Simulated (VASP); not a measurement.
Runs of VASP 6.6.1 on Si. The structure is that of space group Ibca (No. 73), or close to it. The cells are those of the table. 

| cell | gap on the mesh (eV) | pressure (GPa) | largest force (eV/Å) |
| --- | --- | --- | --- |
| a = 5.660 Å, angles 111.5, 111.5, 105.5°, 8 atoms | none | 3.9 | 0.58 |
| a = 5.842 Å, angles 111.5, 111.5, 105.5°, 8 atoms | none | -5.2 | 0.41 |
| a = 5.867 Å, angles 110.8, 110.8, 106.8°, 8 atoms | none | -6.4 | 0.36 |
| a = 5.825 Å, angles 112.9, 112.9, 102.8°, 8 atoms | none | -3.6 | 0.65 |
| a = 5.703 Å, angles 106.4, 106.4, 115.8°, 8 atoms | none | 2.2 | 0.93 |
| a = 5.597 Å, angles 107.6, 107.6, 113.3°, 8 atoms | none | (a) | 0.74 |
| a = 5.795 Å, angles 112.9, 112.9, 102.8°, 8 atoms | none | -2.3 | 0.69 |
| a = 5.853 Å, angles 106.4, 106.4, 115.8°, 8 atoms | none | (b) | 0.66 |

Alike in all rows: task single point; level PBEsol; potentials or basis VASP PAW PBE potentials, release 64 (Si); no spin polarisation; k mesh 10 × 10 × 10; cutoff (eV) 520; smearing gaussian 0.15 eV.

Problem. Estimate the missing entries.

Solution. (a) 8.2; (b) -5.0.

Caveats: semilocal functionals underestimate gaps, and a narrow one can read as zero; the PAW data sets were made with another functional, which shifts forces and pressure a little; the stress differs along the axes, from -4 to 8 GPa (at least some runs); the stress differs along the axes, from -12 to -2 GPa (at least some runs); the stress differs along the axes, from -11 to -4 GPa (at least some runs); the stress differs along the axes, from -14 to 2 GPa (at least some runs); the stress differs along the axes, from -3 to 12 GPa (at least some runs).

A gap of «none» marks levels without a gap at the run's occupations.
